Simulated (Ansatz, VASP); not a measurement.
One calculation of K, two programs

File INCAR:

```
PREC = Accurate
ENCUT = 520
EDIFF = 1E-6
ISMEAR = -1
SIGMA = 0.1
LREAL = False
LASPH = True
NELM = 60
ALGO = Normal
ISIF = 2
LWAVE = False
LCHARG = False
GGA = PE
NBANDS = 10
```

KPOINTS

```
Automatic mesh
0
Gamma
  10 10 10
```

POSCAR

```
K
1.0
    0.0000000000      2.9552506318      2.9552506318
    2.9552506318      0.0000000000      2.9552506318
    2.9552506318      2.9552506318      0.0000000000
K
1
Direct
    0.0000000000      0.0000000000      0.0000000000
```

Input for Ansatz:

```yaml
crystal:
  lattice:
    - [0.0, 2.9552506318, 2.9552506318]
    - [2.9552506318, 0.0, 2.9552506318]
    - [2.9552506318, 2.9552506318, 0.0]
  atoms:
    - { symbol: K, position: [0.0, 0.0, 0.0] }
kpoints:
  mp_grid: { grid: [10, 10, 10] }
scf:
  occupations: { method: fermi_dirac, width: 0.1 }
hamiltonian:
  xc: pbe
  pseudopotentials: { kind: all_electron, lapw: { basis_error: 0.001 } }
output:
  forces: true
  stress: true
  eigenvalues: true
  populations: true
```

Change from the starting cell: volume scaled by 0.7, LAPW.

Alike in both runs: task single point; functional PBE; k mesh 10 × 10 × 10; occupations fermi-dirac, width 0.1 eV; no spin polarisation.

```csv
,VASP,Ansatz
version,VASP 6.6.1,Ansatz 0.2.0
potentials or method,"VASP PAW PBE potentials, release 64 (K_sv), cutoff 520 eV","all-electron LAPW, scalar-relativistic"
```

|  | VASP | Ansatz | Ansatz less VASP |
| --- | --- | --- | --- |
| pressure (GPa) | 2.5 | 2.5 | +0.02 |

Ansatz ran all-electron here, and VASP with PAW potentials.
